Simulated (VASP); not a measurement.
Input of a VASP 6.6.1 run:

The input POSCAR:

```
Sr
1.0
   10.7000000000      0.0000000000      0.0000000000
    0.0000000000      9.3000000000      0.0000000000
    0.0000000000      0.0000000000      4.1554313206
Sr
2
Direct
    0.3109916603      0.5000000000      0.0000000000
    0.6890083397      0.5000000000      0.5000000000
```

The input INCAR.step1:

```
ALGO = Normal
EDIFF = 1E-4
ENCUT = 520
GGA = PE
ISMEAR = 0
ISPIN = 2
LASPH = True
LCHARG = False
LREAL = False
LWAVE = True
MAGMOM = 0.5 0.5
NBANDS = 21
NELM = 150
PREC = Accurate
SIGMA = 0.05
```

The input INCAR.step2:

```
ALGO = Normal
EDIFF = 1E-6
ENCUT = 520
ISIF = 2
ISMEAR = 0
ISPIN = 2
ISTART = 1
LASPH = True
LCHARG = True
LELF = True
LMIXTAU = True
LORBIT = 11
LREAL = False
LVHAR = True
LWAVE = False
MAGMOM = 0.5 0.5
METAGGA = R2SCAN
NBANDS = 21
NELM = 150
PREC = Accurate
SIGMA = 0.05
```

KPOINTS

```
k-points
0
Gamma
  1 1 10
```

Potentials or basis: VASP PAW PBE potentials, release 64 (Sr_sv).

The run is started by

```sh
$ cat potpaw_PBE.64/Sr_sv/POTCAR > POTCAR
$ cp INCAR.step1 INCAR
$ mpirun -np 1 vasp_std > vasp.out
$ cp INCAR.step2 INCAR
$ mpirun -np 1 vasp_std > vasp.out
```

Problem. Estimate the net moment.

Solution. 0.80 μB per cell.

Problem. Estimate the site moments.

Solution. Sr +0.03 μB.
